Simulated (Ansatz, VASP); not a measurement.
One calculation of TiAl, two programs

```
Ti Al
1.0
     2.76893    0.00000    0.00000
     0.00000    2.76893    0.00000
     0.00000    0.00000    3.99114
Ti Al
1 1
Direct
  0.50000 0.50000 0.50000
  0.00000 0.00000 0.00000
```

Alike in both runs: task relaxation of cell and atoms; functional LDA; k mesh 12 × 12 × 8; occupations fermi-dirac, width 0.15 eV; no spin polarisation.

|  | VASP | Ansatz |
| --- | --- | --- |
| version | VASP 6.6.1 | Ansatz 0.2.0 |
| potentials or method | VASP PAW LDA potentials, release 64 (Ti_sv, Al), cutoff 600 eV | scalar-relativistic, plane waves, PAW |
| valence electrons in the cell | 15 | 15 |

|  | VASP | Ansatz | Ansatz less VASP |
| --- | --- | --- | --- |
| gap on the k mesh at the Fermi level, each at its own relaxed structure (eV) | none | none | - |
| relaxed volume (Å³/atom) | 15.35 | 15.33 | -0.019 |
| relaxed cell length with the largest relative difference (Å) | 4.000 | 3.997 | -0.0030 |

Ansatz warns that its potentials were made for another functional, while VASP's fit it. LDA's correlation is that of Perdew and Zunger in VASP and of Perdew and Wang (1992) in Ansatz. A gap of «none» marks a metal or a gap that the smearing closes.
